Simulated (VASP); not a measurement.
A run of VASP 6.6.1:

Contents of POSCAR:

```
BeTe
1.0
    2.7728313035      2.7728313035      0.0000000000
   -2.7728313035      2.7728313035      0.0000000000
    0.0000000000      2.7728313035      2.7728313035
Be Te
1 1
Direct
    0.0000000000      0.0000000000      0.0000000000
    0.7500000000      0.2500000000      0.5000000000
```

INCAR.step1

```
PREC = Accurate
ENCUT = 520
ISMEAR = 0
SIGMA = 0.01
LREAL = False
LASPH = True
NELM = 100
NBANDS = 11
GGA = PE
ALGO = Normal
EDIFF = 1E-4
LWAVE = True
LCHARG = False
```

The input INCAR.step2:

```
PREC = Accurate
ENCUT = 520
EDIFF = 1E-6
ISMEAR = 0
SIGMA = 0.01
LREAL = False
LASPH = True
NELM = 100
ALGO = Normal
ISIF = 2
LWAVE = False
LCHARG = False
METAGGA = R2SCAN
LMIXTAU = True
NBANDS = 11
ISTART = 1
```

KPOINTS

```
regular mesh
0
Gamma
  8 8 8
```

Potentials or basis: VASP PAW PBE potentials, release 64 (Be, Te).

Command:

```sh
$ cat potpaw_PBE.64/Be/POTCAR potpaw_PBE.64/Te/POTCAR > POTCAR
$ cp INCAR.step1 INCAR
$ mpirun -np 1 vasp_std > vasp.out
$ cp INCAR.step2 INCAR
$ mpirun -np 1 vasp_std > vasp.out
```

Hardware: 1 thread of Intel(R) Xeon(R) Platinum 8559C (Emerald Rapids) (shared host).

**Question.** How long does it take, and how much memory?

**Answer.** It took 37 s on 1 thread of Intel(R) Xeon(R) Platinum 8559C (Emerald Rapids) (shared host), peak memory 0.17 GiB. Counts: k points 29.
